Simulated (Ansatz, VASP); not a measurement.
# Two plane-wave programs on Ti

File POSCAR:

```
Ti
1.0
    0.0000000000      2.0807500000      1.9792500000
    2.0807500000      0.0000000000      1.9792500000
    2.0807500000      2.0807500000      0.0000000000
Ti
1
Direct
    0.0000000000      0.0000000000      0.0000000000
```

File INCAR.step1:

```
PREC = Accurate
ENCUT = 520
ISMEAR = 0
SIGMA = 0.15
LREAL = F
LASPH = T
NELM = 100
NBANDS = 12
GGA = PE
ALGO = Normal
EDIFF = 1E-4
LWAVE = T
LCHARG = F
```

The input INCAR.step2:

```
PREC = Accurate
ENCUT = 520
EDIFF = 1E-7
ISMEAR = 0
SIGMA = 0.15
LREAL = F
LASPH = T
NELM = 100
ALGO = Normal
ISIF = 2
LWAVE = F
LCHARG = F
METAGGA = R2SCAN
LMIXTAU = T
NBANDS = 12
ISTART = 1
```

KPOINTS

```
Automatic mesh
0
Gamma
  20 20 20
```

Input for Ansatz:

```yaml
crystal:
  lattice:
    - [0.0, 2.08075, 1.97925]
    - [2.08075, 0.0, 1.97925]
    - [2.08075, 2.08075, 0.0]
  atoms:
    - { symbol: Ti, position: [0.0, 0.0, 0.0] }
basis:
  ecutwfc: 500
kpoints:
  mp_grid: { grid: [20, 20, 20] }
hamiltonian:
  xc: r2scan
scf:
  occupations: { method: gaussian, width: 0.15 }
output:
  forces: true
  stress: true
  eigenvalues: true
```

Change from the starting cell: strain +0.025 along x and y, -0.025 along z, atoms carried along.

Alike in both runs: task single point; functional r2SCAN; k mesh 20 × 20 × 20; occupations gaussian, width 0.15 eV; no spin polarisation.

|  | VASP | Ansatz |
| --- | --- | --- |
| version | VASP 6.6.1 | Ansatz 0.2.0 |
| potentials or method | VASP PAW PBE potentials, release 64 (Ti_sv), cutoff 520 eV | scalar-relativistic, plane waves, PAW |
| valence electrons in the cell | 12 | 12 |

```tsv
	VASP	Ansatz	Ansatz less VASP
gap on the k mesh at the Fermi level (eV)	none	none	-
pressure (GPa)	1.9	1.5	-0.42
traceless stress, the component that is largest in VASP (GPa)	1.09	1.09	-0.007
```

VASP's potentials were made for PBE, not for r2SCAN. A gap of «none» marks a metal or a gap that the smearing closes.
